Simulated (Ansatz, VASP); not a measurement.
## One calculation of TaVN2, two programs

```
Ta V N
1.0
     3.10968    0.00000    0.00000
     0.00000    3.10968    0.00000
     0.00000    0.00000    4.38032
Ta V N
1 1 2
Cartesian
  0.0000 0.0000 0.0000
  1.5548 1.5548 2.1902
  1.5548 1.5548 0.0000
  0.0000 0.0000 2.1902
```

Alike in both runs: task single point; functional r2SCAN; k mesh 9 × 9 × 6; occupations fermi-dirac, width 0.05 eV; collinear spin.

|  | VASP | Ansatz |
| --- | --- | --- |
| version | VASP 6.6.1 | Ansatz 0.2.0 |
| potentials or method | VASP PAW PBE potentials, release 64 (Ta_pv, V_sv, N) | Ansatz PAW |
| plane-wave cutoff (eV) | 520 | 500 |
| valence electrons in the cell | 34 | 36 |

Ansatz gave:

| Quantity | Value |
| --- | --- |
| gap on the k mesh at the Fermi level (eV) | none |
| pressure (GPa) | -14.2 |
| traceless stress, the component that is largest in VASP (GPa) | -4.00 |
| net moment per atom (μB) | 0.54 |
| size of the moment on the site where the two differ most (μB) | 1.80 |

Which values does VASP return?

gap on the k mesh at the Fermi level (eV): none; pressure (GPa): -13.0; traceless stress, the component that is largest in VASP (GPa): -3.89; net moment per atom (μB): 0.54; size of the moment on the site where the two differ most (μB): 2.06.

VASP's potentials were made for PBE, not for r2SCAN. Site moments also hang on the region over which each program counts them. A gap of «none» marks a metal or a gap that the smearing closes. VASP's potentials hold 34 valence electrons a cell and Ansatz's 36, so a difference there can come from the potentials and not from the codes.

Neither program's run includes spin-orbit coupling. Noted on Ansatz's run: the magnetic or orbital state may not be the lowest.
